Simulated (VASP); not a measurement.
# BAs5: single point with PBE

The system is BAs5.

```
CELL_PARAMETERS angstrom
5.25157 0.00000 0.00000
-2.62579 4.54799 0.00000
0.00000 0.00000 5.12560
ATOMIC_POSITIONS crystal
B 0.00000 0.00000 0.00000
As 0.50000 0.00000 0.50000
As 0.50000 0.50000 0.50000
As 0.00000 0.50000 0.50000
As 0.33333 0.66667 0.00000
As 0.66667 0.33333 0.00000
```

The cell was built from a structure type or drawn by symmetry, and may not be a known phase.

```json
{
  "Program": "VASP 6.6.1",
  "Task": "single point",
  "Functional": "PBE",
  "Potentials or basis": "VASP PAW PBE potentials, release 64 (B, As)",
  "Cutoff": "520 eV",
  "k mesh": "12 × 12 × 8",
  "Occupations": "gaussian, width 0.1 eV",
  "Spin": "no spin polarisation",
  "Dipole correction": "no",
  "Further INCAR settings": "ALGO = Normal; EDIFF = 1e-06; NBANDS = 23"
}
```

```json
{"Pressure": "0.1 GPa", "Band gap on the k mesh": "zero (bands 14 and 15 overlap by 1.81 eV)"}
```

Levels at points of the mesh, in eV from the Fermi level:
```csv
k point,band 11,band 12,band 13,band 14,band 15,band 16,band 17,band 18
"(0.00, 0.00, 0.00)",-2.33,-2.33,-1.45,-0.71,-0.71,-0.41,-0.41,1.31
"(0.50, 0.00, 0.00)",-1.48,-0.96,-0.79,-0.69,-0.31,0.33,1.00,1.30
"(0.00, 0.00, 0.50)",-3.81,-1.95,-1.95,-1.71,-1.20,0.36,1.79,3.08
"(0.50, 0.00, 0.50)",-1.08,-0.84,-0.28,-0.03,0.27,0.27,0.90,1.11
```

It took 2.3 min on 1 thread of Intel(R) Xeon(R) Platinum 8488C (Sapphire Rapids) (shared host), peak memory 0.38 GiB.
